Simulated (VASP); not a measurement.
**WS2: single point with LDA**

Crystal: WS2.

```xyz
6
Lattice="3.2078 0.0000 0.0000 -1.6039 2.7781 0.0000 0.0000 0.0000 12.4678" Properties=species:S:1:pos:R:3 pbc="T T T"
W     0.0000    1.8520    3.1170
W     1.6039    0.9260    9.3509
S     0.0000    1.8520    8.0044
S     1.6039    0.9260    1.7705
S     0.0000    1.8520   10.6973
S     1.6039    0.9260    4.4634
```

This cell differs from its parent crystal: atoms shifted along a free coordinate.

```yaml
Program: VASP 6.6.1
Task: single point
Functional: LDA
Potentials_or_basis: VASP PAW LDA potentials, release 64 (W_sv, S)
Cutoff: 520 eV
k_mesh: 12 × 12 × 4
Occupations: gaussian, width 0.05 eV
Spin: no spin polarisation
Dipole_correction: no
Further_INCAR_settings: ALGO = Normal; EDIFF = 1e-06; NBANDS = 35
```

```
Pressure               : 18.4 GPa
Largest force          : 4.798 eV/Å
Band gap on the k mesh : zero (bands 26 and 27 overlap by 0.73 eV)
```

Forces on the atoms (eV/Å):
```
W    0.000  0.000  0.000
W    0.000  0.000  0.000
S    0.000  0.000 -4.798
S    0.000  0.000 -4.798
S    0.000  0.000  4.798
S    0.000  0.000  4.798
```

Stress tensor (GPa, compression positive):
```
 9.77  0.00  0.00
 0.00  9.77  0.00
 0.00  0.00 35.70
```

Levels at points of the mesh, in eV from the Fermi level:
```csv
k point,band 23,band 24,band 25,band 26,band 27,band 28,band 29,band 30
"(0.00, 0.00, 0.00)",-3.06,-1.45,-0.59,0.36,1.77,1.77,1.78,1.78
"(0.50, 0.00, 0.00)",-2.42,-2.36,-2.13,-1.97,1.25,1.28,1.62,1.62
"(0.00, 0.00, 0.50)",-2.41,-2.41,0.06,0.06,1.77,1.77,1.77,1.77
"(0.50, 0.00, 0.50)",-2.41,-2.41,-2.03,-2.03,1.26,1.26,1.62,1.62
```

Run time: 80 s on 1 thread of Intel(R) Xeon(R) 6975P-C (Granite Rapids), on a shared host, peak memory 0.29 GiB.

Caveat: the cell differs from its parent crystal (atoms shifted along a free coordinate); the cell stands under pressure; spin-orbit coupling is left out, which moves the levels of the heavy elements; forces of over 1 eV/Å act on the atoms, so gaps and moduli don't describe the material at rest.
